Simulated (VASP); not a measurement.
Here is a VASP 6.6.1 calculation.

POSCAR

```
BiTe
1.0
    2.3625090075      1.3639952115      3.0214740344
   -2.3625090075      1.3639952115      3.0214740344
    0.0000000000     -2.7279904229      3.0214740344
Bi Te
1 1
Direct
    0.5000000000      0.5000000000      0.5000000000
    0.0000000000      0.0000000000      0.0000000000
```

File INCAR.step1:

```
SYSTEM = BiTe
  PREC = Accurate
  ENCUT = 600
  ISMEAR = 0
  SIGMA = 0.1
  LREAL = .FALSE.
  LASPH = .TRUE.
  NELM = 80
  GGA = PE
  ALGO = Normal
  EDIFF = 1E-4
  LWAVE = .TRUE.
  LCHARG = .FALSE.
```

File INCAR.step2:

```
SYSTEM = BiTe
  PREC = Accurate
  ENCUT = 600
  EDIFF = 1E-6
  ISMEAR = 0
  SIGMA = 0.1
  LREAL = .FALSE.
  LASPH = .TRUE.
  NELM = 80
  ALGO = Normal
  ISIF = 4
  LWAVE = .FALSE.
  LCHARG = .FALSE.
  METAGGA = R2SCAN
  LMIXTAU = .TRUE.
  IBRION = 2
  NSW = 50
  EDIFFG = -0.01
  ISTART = 1
```

Contents of KPOINTS:

```
Automatic mesh
0
G
  12 12 12
  0 0 0
```

Potentials or basis: VASP PAW PBE potentials, release 64 (Bi_d, Te).

Run with:

```bash
$ cat potpaw_PBE.64/Bi_d/POTCAR potpaw_PBE.64/Te/POTCAR > POTCAR
$ cp INCAR.step1 INCAR
$ mpirun -np 1 vasp_std > vasp.out
$ cp INCAR.step2 INCAR
$ mpirun -np 1 vasp_std > vasp.out
```

Task: What does it give for the band gap on the k mesh?

Result: Zero (an odd number of electrons rules out a gap without spin polarisation).

The path:
```tsv
step	energy change (eV)	largest force (eV/Å)	pressure (GPa)	volume (Å³)
1	0.0000	0.0000	7.90	58.42
2	-0.0013	0.0000	7.76	58.42
3	-0.0028	0.0000	7.40	58.42
```

Caveat: the PAW data sets were made with another functional, which shifts forces and pressure a little; spin-orbit coupling is left out, which moves the levels of the heavy elements.
